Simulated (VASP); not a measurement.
The system is Si2B2C.

```xyz
5
Lattice="3.9976 0.0000 0.0000 -1.9988 3.4620 0.0000 0.0000 0.0000 4.1034" Properties=species:S:1:pos:R:3 pbc="T T T"
Si    0.0000    2.3080    3.4340
Si    1.9988    1.1540    0.6694
B     0.0000    2.3080    1.4058
B     1.9988    1.1540    2.6976
C     0.0000    0.0000    0.0000
```

```yaml
Program: VASP 6.6.1
Task: relaxation of cell and atoms
Functional: PBE
Potentials_or_basis: VASP PAW PBE potentials, release 64 (Si, B, C)
Cutoff: 600 eV
k_mesh: 6 × 6 × 4
Occupations: gaussian, width 0.1 eV
Spin: no spin polarisation
```

At the start: pressure -10.8 GPa; volume 11.36 Å³/atom.

Problem. Where does the relaxation end?

Solution. Over 53 steps the energy falls by 1209.5 meV/atom and the volume is 8.80 Å³/atom (-22.5 %); space group P-3m1 (No. 164, to 0.05 Å).

Step by step:
| step | energy change (eV) | largest force (eV/Å) | pressure (GPa) | volume (Å³) |
| --- | --- | --- | --- | --- |
| 1 | 0.0000 | 0.3116 | -10.83 | 56.79 |
| 3 | -0.2982 | 0.3774 | 3.25 | 49.77 |
| 5 | 0.0069 | 4.4301 | 46.49 | 41.12 |
| 7 | -0.6326 | 0.5247 | 14.09 | 45.77 |
| 9 | -0.7928 | 0.3892 | -2.73 | 50.56 |
| 11 | -0.7966 | 0.2810 | -1.03 | 49.87 |
| 13 | -0.8090 | 0.2016 | -0.28 | 49.69 |
| 15 | -0.8118 | 1.0239 | 1.88 | 49.42 |
| 17 | -0.8184 | 0.6101 | 1.11 | 49.53 |
| 19 | -0.8423 | 0.8751 | 1.36 | 49.48 |
| 21 | -1.0547 | 2.0817 | 1.84 | 49.25 |
| 23 | 0.7057 | 16.4643 | 26.35 | 47.83 |
| 25 | -1.3222 | 5.8056 | 6.49 | 48.83 |
| 27 | -1.3249 | 5.6648 | 6.30 | 48.84 |
| 29 | -1.3311 | 5.9734 | 6.60 | 48.83 |
| 31 | -1.3323 | 6.2295 | 6.87 | 48.81 |
| 33 | -1.3503 | 6.2282 | 6.77 | 48.82 |
| 35 | -1.4308 | 6.2191 | 6.34 | 48.83 |
| 37 | -1.7441 | 6.1843 | 4.50 | 48.89 |
| 39 | -2.8743 | 6.1266 | -2.35 | 49.00 |
| 41 | -4.4008 | 4.7689 | -7.63 | 47.59 |
| 43 | -4.9448 | 4.7469 | -10.56 | 47.77 |
| 45 | -5.0988 | 4.4741 | 2.32 | 43.62 |
| 47 | -5.9332 | 1.4397 | -5.06 | 44.52 |
| 49 | -6.0240 | 0.5105 | 2.37 | 43.29 |
| 51 | -6.0448 | 0.1566 | 0.18 | 43.91 |
| 53 | -6.0473 | 0.0291 | -0.32 | 44.02 |

Final structure:
```yaml
crystal:
  lattice:
    - [2.97786, 0.00000, 0.00000]
    - [-1.48893, 2.57890, 0.00000]
    - [0.00000, 0.00000, 5.73201]
  atoms:
    - { symbol: Si, position: [0.33333, 0.66667, 0.79973] }
    - { symbol: Si, position: [0.66667, 0.33333, 0.20027] }
    - { symbol: B, position: [0.33333, 0.66667, 0.45564] }
    - { symbol: B, position: [0.66667, 0.33333, 0.54436] }
    - { symbol: C, position: [0.00000, 0.00000, 0.00000] }
```

Caveat: the k points lie up to 0.41 Å⁻¹ apart in the final cell; the volume moved by over 15 % at a fixed basis, so the end points are rough.
